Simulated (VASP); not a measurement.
**Li3Sc: relaxation of cell and atoms with PBE**

Li3Sc:

```
Li Sc
1.0
     4.34585    0.00000    0.00000
     0.00000    4.34585    0.00000
     0.00000    0.00000    4.34585
Li Sc
3 1
Direct
  0.00000 0.50000 0.50000
  0.50000 0.00000 0.50000
  0.50000 0.50000 0.00000
  0.00000 0.00000 0.00000
```

```json
{"Program": "VASP 6.6.1", "Task": "relaxation of cell and atoms", "Functional": "PBE", "Potentials or basis": "VASP PAW PBE potentials, release 64 (Li_sv, Sc_sv)", "Cutoff": "600 eV", "k mesh": "10 × 10 × 10", "Occupations": "gaussian, width 0.1 eV", "Spin": "no spin polarisation", "Dipole correction": "no", "Further INCAR settings": "ALGO = Fast; EDIFF = 1e-06; IBRION = 2; EDIFFG = -0.01; NSW = 100; ISIF = 3"}
```

The relaxed volume is 21.33 Å³/atom, the relaxed cell is a = 4.402 Å, b = 4.402 Å, c = 4.402 Å, α = 90.00°, β = 90.00°, γ = 90.00° and the space group after relaxing (to 0.1 Å) is Pm-3m (No. 221). The energy gained by relaxing is 2.0 meV/atom. The ionic steps are 4, the pressure after relaxing is 0.0 GPa and the band gap on the k mesh is zero (bands 10 and 11 overlap by 0.60 eV).

The path:
| step | energy change (eV) | largest force (eV/Å) | pressure (GPa) | volume (Å³) |
| --- | --- | --- | --- | --- |
| 1 | 0.0000 | 0.0000 | 0.85 | 82.08 |
| 2 | -0.0055 | 0.0000 | 0.48 | 83.38 |
| 3 | -0.0080 | 0.0000 | 0.13 | 84.80 |
| 4 | -0.0081 | 0.0000 | -0.04 | 85.32 |

Final structure:
```
Li Sc
1.0
     4.40235    0.00000    0.00000
     0.00000    4.40235    0.00000
     0.00000    0.00000    4.40235
Li Sc
3 1
Direct
  0.00000 0.50000 0.50000
  0.50000 0.00000 0.50000
  0.50000 0.50000 0.00000
  0.00000 0.00000 0.00000
```

Levels at points of the mesh, in eV from the Fermi level:
```tsv
k point	band 7	band 8	band 9	band 10	band 11	band 12	band 13	band 14
(0.00, 0.00, 0.00)	-29.04	-3.99	0.11	0.11	1.35	1.69	1.69	1.69
(0.50, 0.00, 0.00)	-29.04	-2.75	-1.91	0.04	0.46	0.46	1.40	1.61
(0.50, 0.50, 0.00)	-29.04	-1.58	-1.23	-0.49	-0.49	0.74	0.74	1.71
(0.50, 0.50, 0.50)	-29.05	0.02	0.02	0.02	0.07	0.07	0.07	0.25
```

Wall time 3.7 min on 1 thread of Intel(R) Xeon(R) 6975P-C (Granite Rapids), on a shared host, peak memory 0.27 GiB.

Caveat: the cutoff is under 1.25 times the usual one of these potentials, so pressure, stress and relaxed cells hold a basis-set (Pulay) error.
